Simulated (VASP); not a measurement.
# Ge (R-3) in VASP: notebook, part 2 of 2

VASP 6.6.1. Earlier steps stand in the parts before.

## (4) Single point, LDA

This run uses another cell than the first one, of 23.67 Å³/atom.

Input file INCAR:

```
ALGO = Fast
EDIFF = 1E-6
ENCUT = 520
GGA = CA
ISIF = 2
ISMEAR = 0
KPAR = 4
LASPH = True
LCHARG = False
LREAL = False
LWAVE = False
NBANDS = 66
NELM = 100
PREC = Accurate
SIGMA = 0.15
```

Input file KPOINTS:

```
k-points
0
Gamma
  9 9 9
```

Input file POSCAR:

```
Ge
1.0
    5.0753000000      2.9302258212      2.1219333333
   -5.0753000000      2.9302258212      2.1219333333
    0.0000000000     -5.8604516424      2.1219333333
Ge
8
Direct
    0.7160372198      0.7160372198      0.7160372198
    0.2839627802      0.2839627802      0.2839627802
    0.0289443365      0.7253625346      0.5322921793
    0.5322921793      0.0289443365      0.7253625346
    0.7253625346      0.5322921793      0.0289443365
    0.9710556635      0.2746374654      0.4677078207
    0.4677078207      0.9710556635      0.2746374654
    0.2746374654      0.4677078207      0.9710556635
```

Potentials or basis: VASP PAW LDA potentials, release 64 (Ge_d).

Run with:

```
$ cat potpaw_LDA.64/Ge_d/POTCAR > POTCAR
$ mpirun -np 4 vasp_std > vasp.out
```

OUTCAR:

```text
EDIFF = 1E-6
   ENCUT = 520
   GGA = CA
   ISIF = 2
   ISMEAR = 0
   LASPH = True
   LREAL = False
   NELM = 100
   PREC = Accurate

 ion  position               nearest neighbor table
   1  0.716  0.716  0.716-   5 2.56   3 2.56   4 2.56   2 2.75
   2  0.284  0.284  0.284-   8 2.56   6 2.56   7 2.56   1 2.75
   3  0.029  0.725  0.532-   1 2.56   6 2.59   5 2.66   4 2.66
   4  0.532  0.029  0.725-   1 2.56   7 2.59   3 2.66   5 2.66
   5  0.725  0.532  0.029-   1 2.56   8 2.59   3 2.66   4 2.66
   6  0.971  0.275  0.468-   2 2.56   3 2.59   8 2.66   7 2.66
   7  0.468  0.971  0.275-   2 2.56   4 2.59   6 2.66   8 2.66
   8  0.275  0.468  0.971-   2 2.56   5 2.59   6 2.66   7 2.66

  LATTYP: Found a trigonal (rhomboedric) cell.
 ALAT       =     6.2327758282
 COS(alpha) =    -0.3261431866

  Lattice vectors:

 A1 = (   5.0753000000,   2.9302258212,   2.1219333333)
 A2 = (  -5.0753000000,   2.9302258212,   2.1219333333)
[... 192 lines left out ...]
 cond. band min:       4.0408166531   @ k =  -0.4444   0.3333   0.3333
 fundamental gap:      0.0256788629
 Fermi energy:         4.0153347539

 k-point     1 :       0.0000    0.0000    0.0000
  band No.  band energies     occupation
      1     -20.6433      2.00000
      2     -20.6433      2.00000
      3     -20.6383      2.00000
      4     -20.6335      2.00000
      5     -20.6335      2.00000
      6     -20.6210      2.00000
[... 1645 lines left out ...]
     65       8.2269      0.00000
     66       8.7535      0.00000

 [... further k-points ...]

------------------------ aborting loop because EDIFF is reached ----------------------------------------

  FORCE on cell =-STRESS in cart. coord.  units (eV):
  Direction    XX          YY          ZZ          XY          YZ          ZX
  --------------------------------------------------------------------------------------
  -------------------------------------------------------------------------------------
  Total       -8.4286983     -8.4286983    -13.3370808     -0.0000000      0.0000000      0.0000000
  in kB      -71.3222932    -71.3222932   -112.8562380     -0.0000000      0.0000000      0.0000000
  external PRESSURE =     -85.1669415 kB  Pullay stress =       0.0000000 kB

 VOLUME and BASIS-vectors are now :
 -----------------------------------------------------------------------------
  energy-cutoff  :      520.00
  volume of cell :      189.34
      direct lattice vectors                 reciprocal lattice vectors
     5.075300000  2.930225821  2.121933333     0.098516344  0.056878438  0.157089447
    -5.075300000  2.930225821  2.121933333    -0.098516344  0.056878438  0.157089447
     0.000000000 -5.860451642  2.121933333     0.000000000 -0.113756875  0.157089447

 POSITION                                       TOTAL-FORCE (eV/Angst)
 -----------------------------------------------------------------------------------
      0.00000      0.00000      4.55815         0.000000      0.000000     -0.583032
      0.00000      0.00000      1.80765         0.000000      0.000000      0.583032
     -3.53453     -0.90918      2.73008         0.223100      0.031940     -0.253106
      2.55464     -2.60640      2.73008        -0.139211      0.177241     -0.253106
      0.97989      3.51559      2.73008        -0.083889     -0.209180     -0.253106
      3.53453      0.90918      3.63572        -0.223100     -0.031940      0.253106
     -2.55464      2.60640      3.63572         0.139211     -0.177241      0.253106
     -0.97989     -3.51559      3.63572         0.083889      0.209180      0.253106
 -----------------------------------------------------------------------------------
    total drift:                               -0.000000      0.000000      0.000000

  FREE ENERGIE OF THE ION-ELECTRON SYSTEM (eV)
  ---------------------------------------------------
  free  energy   TOTEN  =       -39.6147740866 eV

  energy  without entropy=      -39.5955215065  energy(sigma->0) =      -39.60514780
```

OSZICAR:

```text
N       E                     dE             d eps       ncg     rms          rms(c)
DAV:   1     0.137508868840E+04    0.13751E+04   -0.52014E+04 19212   0.454E+03
DAV:   2     0.233584322922E+03   -0.11415E+04   -0.11102E+04 16500   0.111E+03
DAV:   3    -0.143799840971E+02   -0.24796E+03   -0.23857E+03 17128   0.266E+02
DAV:   4    -0.389548578545E+02   -0.24575E+02   -0.23601E+02 19024   0.867E+01
DAV:   5    -0.399285992028E+02   -0.97374E+00   -0.96340E+00 18376   0.188E+01    0.492E+00
RMM:   6    -0.397041488409E+02    0.22445E+00   -0.39447E-01 19815   0.370E+00    0.278E+00
RMM:   7    -0.396124891069E+02    0.91660E-01   -0.25822E-01 20405   0.266E+00    0.322E-01
RMM:   8    -0.396128696153E+02   -0.38051E-03   -0.53082E-02 20941   0.151E+00    0.172E-01
RMM:   9    -0.396146063913E+02   -0.17368E-02   -0.18452E-02 26534   0.678E-01    0.178E-01
RMM:  10    -0.396149223004E+02   -0.31591E-03   -0.20740E-03 20527   0.291E-01    0.697E-02
RMM:  11    -0.396147506988E+02    0.17160E-03   -0.86787E-04 20876   0.185E-01    0.949E-03
RMM:  12    -0.396147712773E+02   -0.20579E-04   -0.23896E-04 25730   0.690E-02    0.585E-03
RMM:  13    -0.396147741315E+02   -0.28542E-05   -0.31715E-05 17483   0.204E-02    0.410E-03
RMM:  14    -0.396147740866E+02    0.44936E-07   -0.78361E-06 14185   0.138E-02
   1 F= -.39614774E+02 E0= -.39605148E+02  d E =-.192526E-01
```

Wall time 9.5 min (4 MPI ranks of Oxide Virtual Turin-like, shared host); peak memory 0.94 GiB.

Results:

- Free energy: -39.6148 eV
- Pressure: -8.5 GPa
- Largest force: 0.583 eV/Å
- Band gap on the k mesh: zero (bands 56 and 57 overlap by 0.62 eV)

Forces on the atoms (eV/Å):
```
Ge   0.000  0.000 -0.583
Ge   0.000  0.000  0.583
Ge   0.223  0.032 -0.253
Ge  -0.139  0.177 -0.253
Ge  -0.084 -0.209 -0.253
Ge  -0.223 -0.032  0.253
Ge   0.139 -0.177  0.253
Ge   0.084  0.209  0.253
```

Stress tensor (GPa, compression positive):
```
 -7.13   0.00   0.00
  0.00  -7.13   0.00
  0.00   0.00 -11.29
```

Caveat: the cell stands under tension; semilocal functionals underestimate gaps, and a narrow one can read as zero.

## (5) Overview

```tsv
cell	gap on the mesh (eV)	pressure (GPa)	largest force (eV/Å)
a = 6.172 Å, angles 110.6°, 8 atoms	none	-4.9	0.31
a = 6.090 Å, angles 108.1°, 8 atoms	none	-6.6	0.77
a = 6.233 Å, angles 109.0°, 8 atoms	none	-8.5	0.58
```

Alike in all rows: task single point; level LDA; potentials or basis VASP PAW LDA potentials, release 64 (Ge_d); no spin polarisation; k mesh 9 × 9 × 9; cutoff (eV) 520; smearing gaussian 0.15 eV.

Caveats: semilocal functionals underestimate gaps, and a narrow one can read as zero; the cell stands under tension (at least some runs); the stress differs along the axes, from -13 to -4 GPa (at least some runs).

Total energies depend on the potentials used, so only differences within one code and one set of settings carry meaning.

The gap in the log of VASP goes by the Fermi energy; the results here count the filled bands.